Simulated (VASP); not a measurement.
Write the native input for VASP 6.6.1 that does the following.

```yaml
Task: single point
Functional: PBE
Potentials_or_basis: VASP PAW PBE potentials, release 64 (Nb_sv, Ag)
Cutoff: 520 eV
k_mesh: 8 × 8 × 8
Occupations: gaussian, width 0.1 eV
Spin: no spin polarisation
Dipole_correction: no
Further_INCAR_settings: ALGO = Fast; EDIFF = 1e-06; NBANDS = 36
```

The structure of NbAg4 lies in POSCAR:

```
NbAg4
1.0
   -3.1041289740      3.1041289740      3.1041289740
    3.1041289740     -3.1041289740      3.1041289740
    3.1041289740      3.1041289740     -3.1041289740
Nb Ag
1 4
Direct
    0.0000000000      0.0000000000      0.0000000000
    0.0000000000      0.0000000000      0.5000000000
    0.0000000000      0.5000000000      0.0000000000
    0.5000000000      0.0000000000      0.0000000000
    0.5000000000      0.5000000000      0.5000000000
```

The cell was built from a structure type or drawn by symmetry, and may not be a known phase.

One way to write it, as run:

INCAR

```
PREC     = Accurate       # precision mode
ENCUT    = 520            # plane-wave cutoff, eV
EDIFF    = 1E-6           # SCF threshold, eV
ISMEAR   = 0              # smearing method
SIGMA    = 0.1            # smearing width, eV
LREAL    = F              # projectors in reciprocal space
LASPH    = T              # aspherical terms in the spheres
NELM     = 60             # most SCF steps
ALGO     = Fast           # electronic algorithm
ISIF     = 2              # what is computed and relaxed
LWAVE    = F              # write WAVECAR
LCHARG   = F              # write CHGCAR
GGA      = PE             # functional
NBANDS   = 36             # bands
```

KPOINTS

```
regular mesh
0
Gamma
  8 8 8
```

Potentials or basis: VASP PAW PBE potentials, release 64 (Nb_sv, Ag).

Run with:

```console
$ cat potpaw_PBE.64/Nb_sv/POTCAR potpaw_PBE.64/Ag/POTCAR > POTCAR
$ mpirun -np 1 vasp_std > vasp.out
```

Results of the run:

```
Pressure               : 0.0 GPa
Band gap on the k mesh : zero (an odd number of electrons rules out a gap without spin polarisation)
```

Wall time 86 s on 1 thread of Intel(R) Xeon(R) 6975P-C (Granite Rapids) (shared host), peak memory 0.3 GiB.
